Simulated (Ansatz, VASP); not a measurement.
**S: VASP beside Ansatz**

```
S
1.0
     0.00000    1.80626    1.80626
     1.80626    0.00000    1.80626
     1.80626    1.80626    0.00000
S
1
Direct
  0.00000 0.00000 0.00000
```

Change from the starting cell: volume scaled by 0.8, PAW files.

Alike in both runs: task single point; functional LDA; k mesh 16 × 16 × 16; occupations fermi-dirac, width 0.08 eV; no spin polarisation.

|  | VASP | Ansatz |
| --- | --- | --- |
| version | VASP 6.6.1 | Ansatz 0.2.0 |
| potentials or method | VASP PAW LDA potentials, release 64 (S) | PAW with Ansatz's default frozen-core files, scalar-relativistic |
| plane-wave cutoff (eV) | 520 | 420 |
| valence electrons in the cell | 6 | 6 |

```csv
,VASP,Ansatz,Ansatz less VASP
pressure (GPa),34.9,35.1,+0.24
```

LDA's correlation is that of Perdew and Zunger in VASP and of Perdew and Wang (1992) in Ansatz. Both programs put the cell under a high pressure, so it lies far from rest at this level.
